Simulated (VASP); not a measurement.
Set up this calculation in VASP 6.6.1, as the native input.

- Task: single point
- Functional: PBE
- Potentials or basis: VASP PAW PBE potentials, release 64 (Ta_pv, Tl_d)
- Cutoff: 520 eV
- k mesh: 4 × 4 × 4
- Occupations: gaussian, width 0.1 eV
- Spin: no spin polarisation
- Dipole correction: no
- Further INCAR settings: ALGO = Fast; EDIFF = 1e-07; NBANDS = 54

The structure of TaTl6 lies in POSCAR:

```
TaTl6
1.0
   -4.1245115400      4.1245115400      4.1245115400
    4.1245115400     -4.1245115400      4.1245115400
    4.1245115400      4.1245115400     -4.1245115400
Ta Tl
1 6
Direct
    0.0000000000      0.0000000000      0.0000000000
    0.7106712500      0.7106712500      0.0000000000
    0.2893287500      0.2893287500      0.0000000000
    0.0000000000      0.2893287500      0.2893287500
    0.0000000000      0.7106712500      0.7106712500
    0.7106712500      0.0000000000      0.7106712500
    0.2893287500      0.0000000000      0.2893287500
```

One way to write it, as run:

INCAR

```
ALGO = Fast
EDIFF = 1E-7
ENCUT = 520
GGA = PE
ISIF = 2
ISMEAR = 0
LASPH = True
LCHARG = False
LREAL = False
LWAVE = False
NBANDS = 54
NELM = 80
PREC = Accurate
SIGMA = 0.1
```

KPOINTS

```
k-points
0
Gamma
  4 4 4
```

Potentials or basis: VASP PAW PBE potentials, release 64 (Ta_pv, Tl_d).

Launch:

```sh
$ cat potpaw_PBE.64/Ta_pv/POTCAR potpaw_PBE.64/Tl_d/POTCAR > POTCAR
$ mpirun -np 1 vasp_std > vasp.out
```

Results of the run:

The pressure is 13.8 GPa and the largest force is 6.483 eV/Å.

Caveat: forces of over 1 eV/Å act on the atoms, so gaps and moduli don't describe the material at rest.

It took 2 min on 1 thread of Intel(R) Xeon(R) Platinum 8488C (Sapphire Rapids) (shared host), peak memory 0.42 GiB.
